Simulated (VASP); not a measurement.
LuTlAu4, 6 atoms in the cell. The structure is cubic, space group F-43m (No. 216). Conventional cell: a = 10.211 Å, b = 10.211 Å, c = 10.211 Å, α = 90.00°, β = 90.00°, γ = 90.00°. Within 3.6 Å of Lu (site symmetry -43m) lie 4 Au at 2.70 Å. Tl (site symmetry -43m) has 12 Au at 4.18 Å and 6 Lu at 5.11 Å within 5.5 Å. Au (site symmetry 3m) has 1 Lu at 2.70 Å and 3 Au at 2.82 Å within 3.6 Å. The cell was built from a structure type or drawn by symmetry, and may not be a known phase.

- Program: VASP 6.6.1
- Task: single point
- Functional: PBE
- Potentials or basis: VASP PAW PBE potentials, release 64 (Lu, Tl_d, Au)
- Cutoff: 520 eV
- k mesh: 4 × 4 × 4
- Occupations: gaussian, width 0.1 eV
- Spin: no spin polarisation
- Dipole correction: no
- Further INCAR settings: ALGO = Normal; EDIFF = 1e-07; NBANDS = 50

Potentials or basis: VASP PAW PBE potentials, release 64 (Lu, Tl_d, Au).

Launch:

```sh
$ cat potpaw_PBE.64/Lu/POTCAR potpaw_PBE.64/Tl_d/POTCAR potpaw_PBE.64/Au/POTCAR > POTCAR
$ mpirun -np 1 vasp_std > vasp.out
```

Hardware: 1 thread of Intel(R) Xeon(R) 6975P-C (Granite Rapids), with other jobs on the host.

Question: How long does it take, and how much memory?

Answer: Wall time 2.2 min on 1 thread of Intel(R) Xeon(R) 6975P-C (Granite Rapids), with other jobs on the host, peak memory 0.44 GiB. Counts: scf iterations 16, k points 8.
